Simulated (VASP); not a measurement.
**BaHf2O5: single point with PBE**

The system is BaHf2O5.

```
CELL_PARAMETERS angstrom
2.09925 -6.67608 0.00000
2.09925 6.67608 0.00000
0.00000 0.00000 4.11257
ATOMIC_POSITIONS crystal
Ba 0.50000 0.50000 0.00000
Hf 0.84271 0.15729 0.50000
Hf 0.15729 0.84271 0.50000
O 0.86055 0.13945 0.00000
O 0.13945 0.86055 0.00000
O 0.00000 0.00000 0.50000
O 0.32128 0.67872 0.50000
O 0.67872 0.32128 0.50000
```

* Program: VASP 6.6.1
* Task: single point
* Functional: PBE
* Potentials or basis: VASP PAW PBE potentials, release 64 (Ba_sv, Hf_pv, O)
* Cutoff: 520 eV
* k mesh: 6 × 6 × 6
* Occupations: gaussian, width 0.02 eV
* Spin: no spin polarisation

```yaml
Pressure: -1.1 GPa
Largest_force: 0.124 eV/Å
Band_gap_on_the_k_mesh: 3.22 eV (least direct gap 3.47 eV)
```

Forces on the atoms (eV/Å):
```
Ba   0.000  0.000  0.000
Hf   0.000  0.001  0.000
Hf   0.000 -0.001  0.000
O    0.000  0.124  0.000
O    0.000 -0.124  0.000
O    0.000  0.000  0.000
O    0.000  0.078  0.000
O    0.000 -0.078  0.000
```

Stress tensor (GPa, compression positive):
```
-0.77  0.00  0.00
 0.00 -1.21  0.00
 0.00  0.00 -1.43
```

Levels at points of the mesh, in eV from the valence-band top:
| k point | band 26 | band 27 | band 28 | band 29 | band 30 | band 31 | band 32 | band 33 | band 34 | band 35 |
| --- | --- | --- | --- | --- | --- | --- | --- | --- | --- | --- |
| (0.00, 0.00, 0.00) | -1.44 | -0.82 | -0.53 | -0.43 | -0.24 | 3.42 | 3.47 | 3.89 | 3.90 | 5.05 |
| (0.50, 0.00, 0.00) | -1.18 | -1.03 | -0.73 | -0.61 | -0.40 | 4.68 | 4.97 | 4.99 | 5.64 | 5.66 |
| (0.50, 0.50, 0.00) | -1.15 | -1.05 | -0.93 | -0.73 | -0.26 | 3.22 | 3.95 | 4.23 | 4.28 | 4.53 |
| (0.00, 0.00, 0.50) | -1.71 | -1.69 | -1.46 | -1.15 | -0.12 | 3.43 | 5.28 | 5.68 | 5.96 | 6.10 |
| (0.50, 0.00, 0.50) | -1.76 | -1.40 | -0.38 | -0.34 | 0.00 | 4.14 | 5.86 | 6.03 | 6.12 | 6.47 |
| (0.50, 0.50, 0.50) | -1.92 | -1.78 | -1.71 | -0.82 | -0.01 | 4.50 | 4.84 | 5.68 | 5.78 | 5.79 |

Wall time 5.7 min on 1 thread of AMD EPYC 7R13 Processor (Zen 3), on a shared host, peak memory 0.39 GiB.

Caveat: spin-orbit coupling is left out, which moves the levels of the heavy elements. A k mesh can miss the band edges.
